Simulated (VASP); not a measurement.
LaRe, 2 atoms in the cell. Symmetry: Pm-3m, No. 221, cubic system. Conventional cell: a = 3.584 Å, b = 3.584 Å, c = 3.584 Å, α = 90.00°, β = 90.00°, γ = 90.00°. La (site symmetry m-3m) has 8 Re at 3.10 Å and 6 La at 3.58 Å within 4.1 Å. Within 4.1 Å of Re (site symmetry m-3m) lie 8 La at 3.10 Å and 6 Re at 3.58 Å. 

| Quantity | Value |
| --- | --- |
| Program | VASP 6.6.1 |
| Task | single point |
| Functional | LDA |
| Potentials or basis | VASP PAW LDA potentials, release 64 (La, Re) |
| Cutoff | 520 eV |
| k mesh | 10 × 10 × 10 |
| Occupations | gaussian, width 0.05 eV |
| Spin | no spin polarisation |
| Dipole correction | no |
| Further INCAR settings | ALGO = Fast; EDIFF = 1e-06; NBANDS = 16 |

Potentials or basis: VASP PAW LDA potentials, release 64 (La, Re).

Run with:

```sh
$ cat potpaw_LDA.64/La/POTCAR potpaw_LDA.64/Re/POTCAR > POTCAR
$ mpirun -np 1 vasp_std > vasp.out
```

Hardware: 1 thread of Intel(R) Xeon(R) Platinum 8375C CPU @ 2.90GHz (Ice Lake), on a shared host.

Problem. Estimate the wall time of this run.

Solution. Run time: 120 s on 1 thread of Intel(R) Xeon(R) Platinum 8375C CPU @ 2.90GHz (Ice Lake), on a shared host, peak memory 0.19 GiB. Counts: scf iterations 30, k points 56.
